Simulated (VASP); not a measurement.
# TiAl in VASP: notebook, part 2 of 3

VASP 6.6.1. The steps go on from the part before.

## (3) Single point, LDA (13.87 Å³/atom)

This run uses another cell than the first one, of 13.87 Å³/atom.

Contents of INCAR:

```
SYSTEM = TiAl
PREC = Accurate ; ENCUT = 520
EDIFF = 1E-6 ; ISMEAR = 0
SIGMA = 0.15 ; LREAL = .False.
LASPH = .True. ; NELM = 100
ALGO = Fast ; ISIF = 2
LWAVE = .False. ; LCHARG = .False.
GGA = CA ; NBANDS = 14
```

Contents of KPOINTS:

```
regular mesh
0
Gamma
  16 16 16
  0 0 0
```

Contents of POSCAR:

```
TiAl
1.0
    3.0840285192      0.0000000000      0.0000000000
    0.0000000000      3.0840285192      0.0000000000
    0.0000000000      0.0000000000      2.9171825763
Ti Al
1 1
Direct
    0.0000000000      0.0000000000      0.0000000000
    0.5000000000      0.5000000000      0.5000000000
```

Potentials or basis: VASP PAW LDA potentials, release 64 (Ti_sv, Al).

On the command line:

```bash
$ cat potpaw_LDA.64/Ti_sv/POTCAR potpaw_LDA.64/Al/POTCAR > POTCAR
$ mpirun -np 1 vasp_std > vasp.out
```

OUTCAR:

```text
SYSTEM = TiAl
   PREC = Accurate
   ENCUT = 520
   EDIFF = 1E-6
   ISMEAR = 0
   LREAL = .False.
   LASPH = .True.
   NELM = 100
   ISIF = 2
   GGA = CA

 ion  position               nearest neighbor table
   1  0.000  0.000  0.000-   2 2.62   2 2.62   2 2.62   2 2.62   2 2.62   2 2.62   2 2.62   2 2.62

   2  0.500  0.500  0.500-   1 2.62   1 2.62   1 2.62   1 2.62   1 2.62   1 2.62   1 2.62   1 2.62

  LATTYP: Found a simple tetragonal cell.
 ALAT       =     3.0840285192
 C/A-ratio  =     0.9459000000

  Lattice vectors:

 A1 = (   3.0840285192,   0.0000000000,   0.0000000000)
 A2 = (   0.0000000000,   3.0840285192,   0.0000000000)
 A3 = (   0.0000000000,   0.0000000000,   2.9171825763)

Analysis of symmetry for initial positions (statically):
=====================================================================
 Subroutine PRICEL returns:
 Original cell was already a primitive cell.

 Routine SETGRP: Setting up the symmetry group for a
 simple tetragonal supercell.

 Subroutine GETGRP returns: Found 16 space group operations
 (whereof 16 operations were pure point group operations)
 out of a pool of 16 trial point group operations.

The static configuration has the point symmetry D_4h.

Analysis of symmetry for dynamics (positions and initial velocities):
=====================================================================
 Subroutine PRICEL returns:
 Original cell was already a primitive cell.

 Routine SETGRP: Setting up the symmetry group for a
 simple tetragonal supercell.

 Subroutine GETGRP returns: Found 16 space group operations
 (whereof 16 operations were pure point group operations)
 out of a pool of 16 trial point group operations.

The dynamic configuration has the point symmetry D_4h.

 Subroutine INISYM returns: Found 16 space group operations
 (whereof 16 operations are pure point group operations),
 and found     1 'primitive' translations

----------------------------------------------------------------------------------------

                                     Primitive cell

[... 117 lines left out ...]
   AEXX    =    0.0000 exact exchange contribution
   IVDW    =     0    specifies the selected vdW correction
   LEPSILON=     F    determine dielectric tensor
   LRPA    =     F    only Hartree local field effects (RPA)
 non-spin polarized calculation
 RMM-DIIS sequential band-by-band and
 Gauss-broadening in eV      SIGMA  =   0.15
  energy-cutoff  :      520.00
  volume of cell :       27.75
 maximum number of plane-waves:       768
 NGX is ok and might be reduce to    24
   NGX = 11   NGY = 11   NGZ = 11

 number of electron      15.0000006 magnetization

 Free energy of the ion-electron system (eV)
  ---------------------------------------------------
  ext. energy  EPLUGINS =         0.00000000
  ---------------------------------------------------
  free energy    TOTEN  =       -13.19887796 eV

  energy without entropy =      -13.17333382  energy(sigma->0) =      -13.18610589

 E-fermi :  10.1367     XC(G=0): -11.9690

 val. band max:       10.1314558515   @ k =   0.3750   0.1250   0.2500
 cond. band min:      10.1369069298   @ k =   0.0000   0.0000   0.4375
 fundamental gap:      0.0054510784
 Fermi energy:        10.1367348370

 k-point     1 :       0.0000    0.0000    0.0000
  band No.  band energies     occupation
      1     -45.7351      2.00000
      2     -22.3327      2.00000
      3     -22.3327      2.00000
      4     -22.2236      2.00000
      5       0.3270      2.00000
      6       8.2786      2.00000
      7       8.4422      2.00000
      8      12.0452      0.00000
      9      12.3978      0.00000
     10      12.3978      0.00000
     11      14.8068      0.00000
     12      14.8068      0.00000
     13      16.5104      0.00000
     14      19.7818      0.00000
[... 377 lines left out ...]
      1     -45.7068      2.00000
      2     -22.5870      2.00000
      3     -22.3456      2.00000
      4     -22.1995      2.00000
      5       3.9246      2.00000
      6       4.8716      2.00000
      7       9.4589      2.00000
      8       9.6888      1.99998
      9      10.8587      0.00000
     10      12.3772      0.00000
     11      13.5603      0.00000
     12      16.9209      0.00000
     13      18.7406      0.00000
     14      20.5226      0.00000

 [... further k-points ...]
[... 5 lines left out ...]
  --------------------------------------------------------------------------------------
  -------------------------------------------------------------------------------------
  Total        2.6168822      2.6168822      2.3650293      0.0000000      0.0000000      0.0000000
  in kB      151.1104083    151.1104083    136.5673012      0.0000000      0.0000000      0.0000000
  external PRESSURE =     146.2627060 kB  Pullay stress =       0.0000000 kB

 VOLUME and BASIS-vectors are now :
 -----------------------------------------------------------------------------
  energy-cutoff  :      520.00
  volume of cell :       27.75
      direct lattice vectors                 reciprocal lattice vectors
     3.084028519  0.000000000  0.000000000     0.324251217  0.000000000  0.000000000
     0.000000000  3.084028519  0.000000000     0.000000000  0.324251217  0.000000000
     0.000000000  0.000000000  2.917182576     0.000000000  0.000000000  0.342796508

 POSITION                                       TOTAL-FORCE (eV/Angst)
 -----------------------------------------------------------------------------------
      0.00000      0.00000      0.00000         0.000000      0.000000      0.000000
      1.54201      1.54201      1.45859         0.000000      0.000000      0.000000
 -----------------------------------------------------------------------------------
    total drift:                                0.000000      0.000000      0.000000

  FREE ENERGIE OF THE ION-ELECTRON SYSTEM (eV)
  ---------------------------------------------------
  free  energy   TOTEN  =       -13.1988779577 eV

  energy  without entropy=      -13.1733338179  energy(sigma->0) =      -13.18610589
```

stdout:

```text
POSCAR found type information on POSCAR TiAl
 POSCAR found :  2 types and       2 ions
 scaLAPACK will be used
 LDA part: xc-table for (Slater(with rela. corr.)+CA(PZ))
 , standard interpolation
 POSCAR, INCAR and KPOINTS ok, starting setup
 FFT: planning ... GRIDC
 FFT: planning ... GRID_SOFT
 FFT: planning ... GRID
 WAVECAR not read
 entering main loop
WARNING in EDDRMM: call to ZHEGV failed, returncode =   6  3     12
WARNING in EDDRMM: call to ZHEGV failed, returncode =   8  4      8
WARNING in EDDRMM: call to ZHEGV failed, returncode =   8  4     14
WARNING in EDDRMM: call to ZHEGV failed, returncode =   6  3      5
WARNING in EDDRMM: call to ZHEGV failed, returncode =   6  3     14
WARNING in EDDRMM: call to ZHEGV failed, returncode =   8  4     14
WARNING in EDDRMM: call to ZHEGV failed, returncode =   6  3      6
```

Wall time 2.4 min (1 thread of Intel Xeon Platinum 8259CL at 2.50GHz (Skylake/Cascade Lake), shared host); peak memory 0.26 GiB.

Results:

* Free energy: -13.1989 eV
* Pressure: 14.6 GPa
* Band gap on the k mesh: zero (an odd number of electrons rules out a gap without spin polarisation)

Levels at points of the mesh, in eV from the Fermi level:
```
           k point  band 6  band 7  band 8  band 9  band 10  band 11
(0.00, 0.00, 0.00)   -1.86   -1.69    1.91    2.26     2.26     4.67
(0.50, 0.00, 0.00)   -5.55   -0.75   -0.09    0.66     2.48     3.44
(0.50, 0.50, 0.00)   -2.19   -2.19   -1.68    1.12     1.12     3.16
(0.00, 0.00, 0.50)   -5.43   -0.57   -0.06   -0.06     2.26     4.18
(0.50, 0.00, 0.50)   -2.06   -1.68   -1.55    0.52     0.68     3.40
(0.50, 0.50, 0.50)   -3.53   -3.51    1.53    3.28     3.39     3.39
```

Caveat: the cell stands under pressure.

## (4) Single point, LDA (13.87 Å³/atom)

This run uses another cell than the first one, of 13.87 Å³/atom.

Contents of INCAR:

```
  PREC = Accurate
  ENCUT = 520
  EDIFF = 1E-7
  ISMEAR = 0
  SIGMA = 0.15
  LREAL = False
  LASPH = True
  NELM = 100
  ALGO = Fast
  ISIF = 2
  LWAVE = False
  LCHARG = False
  NBANDS = 14
```

Contents of KPOINTS:

```
Automatic mesh
0
Gamma
  16 16 16
```

Contents of POSCAR:

```
TiAl
1.0
    2.9717646283      0.0000000000      0.0000000000
    0.0000000000      2.9717646283      0.0000000000
    0.0000000000      0.0000000000      3.1417495650
Ti Al
1 1
Direct
    0.0000000000      0.0000000000      0.0000000000
    0.5000000000      0.5000000000      0.5000000000
```

Potentials or basis: VASP PAW LDA potentials, release 64 (Ti_sv, Al).

On the command line:

```bash
$ cat potpaw_LDA.64/Ti_sv/POTCAR potpaw_LDA.64/Al/POTCAR > POTCAR
$ mpirun -np 1 vasp_std > vasp.out
```

OUTCAR:

```text
PREC = Accurate
   ENCUT = 520
   EDIFF = 1E-7
   ISMEAR = 0
   LREAL = False
   LASPH = True
   NELM = 100
   ISIF = 2

 ion  position               nearest neighbor table
   1  0.000  0.000  0.000-   2 2.62   2 2.62   2 2.62   2 2.62   2 2.62   2 2.62   2 2.62   2 2.62

   2  0.500  0.500  0.500-   1 2.62   1 2.62   1 2.62   1 2.62   1 2.62   1 2.62   1 2.62   1 2.62

  LATTYP: Found a simple tetragonal cell.
 ALAT       =     2.9717646283
 C/A-ratio  =     1.0572000000

  Lattice vectors:

 A1 = (   2.9717646283,   0.0000000000,   0.0000000000)
 A2 = (   0.0000000000,   2.9717646283,   0.0000000000)
[... 588 lines left out ...]
     11      14.0361      0.00000
     12      17.1635      0.00000
     13      19.4804      0.00000
     14      20.1979      0.00000

 [... further k-points ...]
[... 5 lines left out ...]
  --------------------------------------------------------------------------------------
  -------------------------------------------------------------------------------------
  Total        2.2236094      2.2236094      3.1214118      0.0000000      0.0000000      0.0000000
  in kB      128.4010883    128.4010883    180.2441902      0.0000000      0.0000000      0.0000000
  external PRESSURE =     145.6821223 kB  Pullay stress =       0.0000000 kB

 VOLUME and BASIS-vectors are now :
 -----------------------------------------------------------------------------
  energy-cutoff  :      520.00
  volume of cell :       27.75
      direct lattice vectors                 reciprocal lattice vectors
     2.971764628  0.000000000  0.000000000     0.336500405  0.000000000  0.000000000
     0.000000000  2.971764628  0.000000000     0.000000000  0.336500405  0.000000000
     0.000000000  0.000000000  3.141749565     0.000000000  0.000000000  0.318293989

 POSITION                                       TOTAL-FORCE (eV/Angst)
 -----------------------------------------------------------------------------------
      0.00000      0.00000      0.00000         0.000000      0.000000      0.000000
      1.48588      1.48588      1.57087         0.000000      0.000000      0.000000
 -----------------------------------------------------------------------------------
    total drift:                               -0.000000      0.000000      0.000000

  FREE ENERGIE OF THE ION-ELECTRON SYSTEM (eV)
  ---------------------------------------------------
  free  energy   TOTEN  =       -13.2083915834 eV

  energy  without entropy=      -13.1839510570  energy(sigma->0) =      -13.19617132
```

OSZICAR:

```text
N       E                     dE             d eps       ncg     rms          rms(c)
DAV:   1     0.102039109996E+03    0.10204E+03   -0.71835E+03 11372   0.112E+03
DAV:   2    -0.919181086064E+01   -0.11123E+03   -0.10694E+03 11730   0.308E+02
DAV:   3    -0.144692200038E+02   -0.52774E+01   -0.51388E+01 16994   0.644E+01
[... 21 lines left out ...]
RMM:  25    -0.132083910139E+02   -0.26701E-06   -0.24188E-06 11038   0.514E-03    0.348E-05
RMM:  26    -0.132083912556E+02   -0.24168E-06   -0.24185E-06  9501   0.424E-03    0.967E-05
RMM:  27    -0.132083913894E+02   -0.13384E-06   -0.12350E-06  8961   0.365E-03    0.123E-04
RMM:  28    -0.132083915143E+02   -0.12486E-06   -0.12500E-06  9246   0.330E-03    0.826E-05
RMM:  29    -0.132083915834E+02   -0.69160E-07   -0.66520E-07  8326   0.285E-03
   1 F= -.13208392E+02 E0= -.13196171E+02  d E =-.244405E-01
```

Wall time 3.2 min (1 thread of Intel Xeon Platinum 8259CL at 2.50GHz (Skylake/Cascade Lake), shared host); peak memory 0.27 GiB.

What came out:

```yaml
Free_energy: -13.2084 eV
Pressure: 14.6 GPa
Band_gap_on_the_k_mesh: zero (an odd number of electrons rules out a gap without spin polarisation)
```

Stress tensor (GPa, compression positive):
```
12.84  0.00  0.00
 0.00 12.84  0.00
 0.00  0.00 18.02
```

Caveat: the cell stands under pressure.

(Part 2 of 3 ends here.)
